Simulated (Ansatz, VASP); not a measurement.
## Two plane-wave programs on Bi

File INCAR:

```
SYSTEM = Bi
PREC = Accurate ; ENCUT = 520
EDIFF = 1E-7 ; ISMEAR = 0
SIGMA = 0.1 ; LREAL = .False.
LASPH = .True. ; NELM = 100
ALGO = Normal ; ISIF = 2
LWAVE = .False. ; LCHARG = .True.
GGA = PS ; LELF = .True.
LVHAR = .True. ; NBANDS = 22
```

Contents of KPOINTS:

```
regular mesh
0
Gamma
  6 6 4
  0 0 0
```

POSCAR

```
Bi
1.0
    3.7629691289      0.0000000000      0.0000000000
   -1.8814845645      3.2588268592      0.0000000000
    0.0000000000      0.0000000000      6.1074981812
Bi
2
Direct
    0.3333333333      0.6666666667      0.2500000000
    0.6666666667      0.3333333333      0.7500000000
```

Input for Ansatz:

```yaml
crystal:
  lattice:
    - [3.7629691289, 0.0, 0.0]
    - [-1.8814845645, 3.2588268592, 0.0]
    - [0.0, 0.0, 6.1074981812]
  atoms:
    - { symbol: Bi, position: [0.3333333333, 0.6666666667, 0.25] }
    - { symbol: Bi, position: [0.6666666667, 0.3333333333, 0.75] }
basis:
  ecutwfc: 420
kpoints:
  mp_grid: { grid: [6, 6, 4] }
hamiltonian:
  xc: pbesol
scf:
  occupations: { method: gaussian, width: 0.1 }
  lower_state_search: "off"
output:
  forces: true
  stress: true
  eigenvalues: true
```

Alike in both runs: task single point; functional PBEsol; k mesh 6 × 6 × 4; occupations gaussian, width 0.1 eV; no spin polarisation.

|  | VASP | Ansatz |
| --- | --- | --- |
| version | VASP 6.6.1 | Ansatz 0.2.0 |
| potentials or method | VASP PAW PBE potentials, release 64 (Bi_d), cutoff 520 eV | scalar-relativistic, plane waves, PAW |
| valence electrons in the cell | 30 | 30 |

```csv
,VASP,Ansatz,Ansatz less VASP
gap on the k mesh at the Fermi level (eV),none,none,-
pressure (GPa),-8.4,-8.4,+0.06
"traceless stress, the component that is largest in VASP (GPa)",1.07,1.07,+0.003
```

VASP's potentials were made for PBE, not for PBEsol. A gap of «none» marks a metal or a gap that the smearing closes.

Neither program's run includes spin-orbit coupling.
